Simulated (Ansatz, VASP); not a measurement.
**HgTe in VASP and in Ansatz**

```
Hg Te
1.0
     0.00000    3.16885    3.16885
     3.16885    0.00000    3.16885
     3.16885    3.16885    0.00000
Hg Te
1 1
Direct
  0.00000 0.00000 0.00000
  0.75000 0.75000 0.75000
```

Change from the starting cell: volume scaled by 0.95.

Alike in both runs: task single point; functional LDA; k mesh 11 × 11 × 11; occupations fermi-dirac, width 0.03 eV; no spin polarisation.

```csv
,VASP,Ansatz
version,VASP 6.6.1,Ansatz 0.2.0
potentials or method,"VASP PAW LDA potentials, release 64 (Hg, Te), cutoff 520 eV","all-electron LAPW, scalar-relativistic"
```

|  | VASP | Ansatz | Ansatz less VASP |
| --- | --- | --- | --- |
| pressure (GPa) | 2.8 | 2.4 | -0.31 |

LDA's correlation is that of Perdew and Zunger in VASP and of Perdew and Wang (1992) in Ansatz. Ansatz ran all-electron here, and VASP with PAW potentials.

Neither program's run includes spin-orbit coupling.
